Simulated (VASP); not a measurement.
# As (P6_3/mmc) in VASP: a series of runs, part 3 of 3

VASP 6.6.1. Earlier steps stand in the parts before.

### 6 Single point, BLYP (21.67 Å³/atom)

INCAR

```
SYSTEM = As
PREC = Accurate
ENCUT = 520
EDIFF = 1E-6
ISMEAR = -1
SIGMA = 0.1
LREAL = .FALSE.
LASPH = .TRUE.
NELM = 100
ALGO = Normal
ISIF = 2
LWAVE = .FALSE.
LCHARG = .FALSE.
GGA = B5
ALDAX = 1.0
AGGAX = 1.0
AGGAC = 1.0
ALDAC = 0.0
NBANDS = 18
```

KPOINTS

```
regular mesh
0
G
  14 14 4
  0 0 0
```

POSCAR

```
As
1.0
    2.9784967899      0.0000000000      0.0000000000
   -1.4892483949      2.5794538852      0.0000000000
    0.0000000000      0.0000000000     11.2847379300
As
4
Direct
    1.0000000000      0.0000000000      0.0000000000
    1.0000000000      0.0000000000      0.5000000000
    0.3333333333      0.6666666667      0.2500000000
    0.6666666667      0.3333333333      0.7500000000
```

Potentials or basis: VASP PAW PBE potentials, release 64 (As).

On the command line:

```
$ cat potpaw_PBE.64/As/POTCAR > POTCAR
$ mpirun -np 1 vasp_std > vasp.out
```

OUTCAR:

```text
SYSTEM = As
   PREC = Accurate
   ENCUT = 520
   EDIFF = 1E-6
   ISMEAR = -1
   LREAL = .FALSE.
   LASPH = .TRUE.
   NELM = 100
   ISIF = 2
   GGA = B5

 ion  position               nearest neighbor table
   1  0.000  0.000  0.000-
   2  0.000  0.000  0.500-
   3  0.333  0.667  0.250-
   4  0.667  0.333  0.750-

  LATTYP: Found a hexagonal cell.
 ALAT       =     2.9784967899
 C/A-ratio  =     3.7887359719

  Lattice vectors:

 A1 = (   2.9784967899,   0.0000000000,   0.0000000000)
 A2 = (  -1.4892483949,   2.5794538852,   0.0000000000)
 A3 = (   0.0000000000,   0.0000000000,  11.2847379300)

Analysis of symmetry for initial positions (statically):
=====================================================================
 Subroutine PRICEL returns:
 Original cell was already a primitive cell.

 Routine SETGRP: Setting up the symmetry group for a
 hexagonal supercell.

[... 168 lines left out ...]
  free energy    TOTEN  =       -13.27255952 eV

  energy without entropy =      -13.18511008  energy(sigma->0) =      -13.22883480

 E-fermi :   5.5111     XC(G=0):  -9.5062

 val. band max:        5.5010783391   @ k =   0.3571   0.2857   0.2500
 cond. band min:       5.5204458021   @ k =   0.2857   0.2857   0.5000
 fundamental gap:      0.0193674630
 Fermi energy:         5.5111068555

 k-point     1 :       0.0000    0.0000    0.0000
  band No.  band energies     occupation
      1      -8.5652      2.00000
      2      -7.6771      2.00000
      3      -7.6547      2.00000
      4      -6.2453      2.00000
      5      -0.2683      2.00000
      6       3.2371      2.00000
[... 481 lines left out ...]
      5       1.2706      2.00000
      6       1.5108      2.00000
[... 10 lines left out ...]
     17      12.3703      0.00000
     18      12.4780      0.00000

 [... further k-points ...]

------------------------ aborting loop because EDIFF is reached ----------------------------------------

  FORCE on cell =-STRESS in cart. coord.  units (eV):
  Direction    XX          YY          ZZ          XY          YZ          ZX
  --------------------------------------------------------------------------------------
  -------------------------------------------------------------------------------------
  Total        0.2627089      0.2627089     -0.1224559      0.0000000      0.0000000      0.0000000
  in kB        4.8547730      4.8547730     -2.2629445      0.0000000      0.0000000      0.0000000
  external PRESSURE =       2.4822005 kB  Pullay stress =       0.0000000 kB

 VOLUME and BASIS-vectors are now :
 -----------------------------------------------------------------------------
  energy-cutoff  :      520.00
  volume of cell :       86.70
      direct lattice vectors                 reciprocal lattice vectors
     2.978496790  0.000000000  0.000000000     0.335739828  0.193839480  0.000000000
    -1.489248395  2.579453885  0.000000000     0.000000000  0.387678960  0.000000000
     0.000000000  0.000000000 11.284737930     0.000000000  0.000000000  0.088615261

 POSITION                                       TOTAL-FORCE (eV/Angst)
 -----------------------------------------------------------------------------------
      0.00000      0.00000      0.00000        -0.000000      0.000000     -0.000000
      0.00000      0.00000      5.64237        -0.000000      0.000000     -0.000000
     -0.00000      1.71964      2.82118         0.000000      0.000000      0.000000
      1.48925      0.85982      8.46355         0.000000     -0.000000     -0.000000
 -----------------------------------------------------------------------------------
    total drift:                               -0.000000      0.000000      0.000000

  FREE ENERGIE OF THE ION-ELECTRON SYSTEM (eV)
  ---------------------------------------------------
  free  energy   TOTEN  =       -13.2725595197 eV

  energy  without entropy=      -13.1851100813  energy(sigma->0) =      -13.22883480
```

OSZICAR:

```text
N       E                     dE             d eps       ncg     rms          rms(c)
DAV:   1     0.632208426464E+02    0.63221E+02   -0.80329E+03  2592   0.936E+02
DAV:   2    -0.941014470630E+01   -0.72631E+02   -0.70268E+02  3822   0.140E+02
DAV:   3    -0.132374176951E+02   -0.38273E+01   -0.37842E+01  2968   0.318E+01
DAV:   4    -0.132654436724E+02   -0.28026E-01   -0.27999E-01  2976   0.307E+00
DAV:   5    -0.132655388810E+02   -0.95209E-04   -0.95204E-04  2896   0.202E-01    0.287E+00
DAV:   6    -0.132687669118E+02   -0.32280E-02   -0.39080E-03  2900   0.337E-01    0.171E+00
DAV:   7    -0.132725583561E+02   -0.37914E-02   -0.83681E-03  2806   0.530E-01    0.856E-02
DAV:   8    -0.132724352081E+02    0.12315E-03   -0.12659E-03  2866   0.170E-01    0.512E-02
DAV:   9    -0.132725596881E+02   -0.12448E-03   -0.25454E-04  2818   0.104E-01    0.286E-02
DAV:  10    -0.132725595102E+02    0.17787E-06   -0.10317E-05  2842   0.158E-02    0.563E-03
DAV:  11    -0.132725595197E+02   -0.94661E-08   -0.17419E-06  1646   0.748E-03
   1 F= -.13272560E+02 E0= -.13228835E+02  d E =-.874494E-01
```

stdout:

```text
POSCAR found type information on POSCAR As
 POSCAR found :  1 types and       4 ions
 scaLAPACK will be used
 -----------------------------------------------------------------------------
|                                                                             |
|                                                                             |
|     You enforced a specific xc type in the INCAR file but a different       |
|     I HOPE YOU KNOW WHAT YOU ARE DOING!                                     |
|                                                                             |
 -----------------------------------------------------------------------------

 LDA part: xc-table for (Slater(with rela. corr.)+VWN5), standard interpolation
 POSCAR, INCAR and KPOINTS ok, starting setup
 FFT: planning ... GRIDC
 FFT: planning ... GRID_SOFT
 FFT: planning ... GRID
 WAVECAR not read
 entering main loop
```

Wall time 90 s (1 thread of AMD EPYC 9R14 (Zen 4), shared host); peak memory 0.22 GiB.

What came out:

```yaml
Free_energy: -13.2726 eV
Pressure: 0.2 GPa
Band_gap_on_the_k_mesh: zero (bands 10 and 11 overlap by 7.35 eV)
```

Stress tensor (GPa, compression positive):
```
 0.49  0.00  0.00
 0.00  0.49  0.00
 0.00  0.00 -0.23
```

Caveat: the PAW data sets were made with another functional, which shifts forces and pressure a little.

### 7 The runs side by side

```tsv
cell	k mesh	gap on the mesh (eV)	pressure (GPa)
a = 2.978, b = 2.978, c = 11.285 Å, angles 90.0, 90.0, 120.0°, 4 atoms	12 × 12 × 4	none	0.2
a = 2.854, b = 2.854, c = 10.814 Å, angles 90.0, 90.0, 120.0°, 4 atoms	14 × 14 × 4	none	10.6
a = 2.897, b = 2.897, c = 10.975 Å, angles 90.0, 90.0, 120.0°, 4 atoms	14 × 14 × 4	none	6.4
a = 2.938, b = 2.938, c = 11.132 Å, angles 90.0, 90.0, 120.0°, 4 atoms	14 × 14 × 4	none	3.0
a = 2.978, b = 2.978, c = 11.285 Å, angles 90.0, 90.0, 120.0°, 4 atoms	14 × 14 × 4	none	0.2
```

Alike in all rows: task single point; level BLYP; potentials or basis VASP PAW PBE potentials, release 64 (As); no spin polarisation; cutoff (eV) 520; smearing fermi-dirac 0.1 eV.

Caveats: the PAW data sets were made with another functional, which shifts forces and pressure a little; the cell stands under pressure (at least some runs).

Absolute energies hang on the potentials; compare differences alone.
